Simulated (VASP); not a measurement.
Crystal: ZnSe (NiAs type).

```
Zn Se
1.0
     3.58677    0.00000    0.00000
    -1.79338    3.10623    0.00000
     0.00000    0.00000    5.55949
Zn Se
2 2
Direct
  0.00000 0.00000 0.00000
  0.00000 0.00000 0.50000
  0.33333 0.66667 0.25000
  0.66667 0.33333 0.75000
```

```yaml
Program: VASP 6.6.1
Task: relaxation of cell and atoms
Functional: PBE
Potentials_or_basis: VASP PAW PBE potentials, release 64 (Zn, Se)
Cutoff: 600 eV
k_mesh: 10 × 10 × 6
Occupations: fermi-dirac, width 0.08 eV
Spin: no spin polarisation
```

At the start: pressure 28.7 GPa; volume 15.49 Å³/atom.

Problem. Where does the relaxation end?

Solution. Over 9 steps the energy falls by 301.8 meV/atom and the volume is 19.57 Å³/atom (+26.4 %); space group P6_3/mmc (No. 194, to 0.1 Å) before and after.

The path:
```
step  energy change (eV)  largest force (eV/Å)  pressure (GPa)  volume (Å³)
   1              0.0000                0.0000           28.74        61.94
   2             -0.8967                0.0000           -7.22        90.31
   3             -1.1982                0.0000            0.00        78.35
   4             -1.1981                0.0000           -0.32        78.70
   5             -1.2037                0.0000           -0.25        78.64
   6             -1.2072                0.0000           -0.18        78.52
   7             -1.2072                0.0000           -0.16        78.53
   8             -1.2073                0.0000            0.03        78.25
   9             -1.2073                0.0000            0.01        78.29
```

Final structure:
```yaml
crystal:
  lattice:
    - [3.82349, 0.00000, 0.00000]
    - [-1.91174, 3.31124, 0.00000]
    - [0.00000, 0.00000, 6.18358]
  atoms:
    - { symbol: Zn, position: [0.00000, 0.00000, 0.00000] }
    - { symbol: Zn, position: [0.00000, 0.00000, 0.50000] }
    - { symbol: Se, position: [0.33333, 0.66667, 0.25000] }
    - { symbol: Se, position: [0.66667, 0.33333, 0.75000] }
```

Caveat: the volume moved by over 15 % at a fixed basis, so the end points are rough.
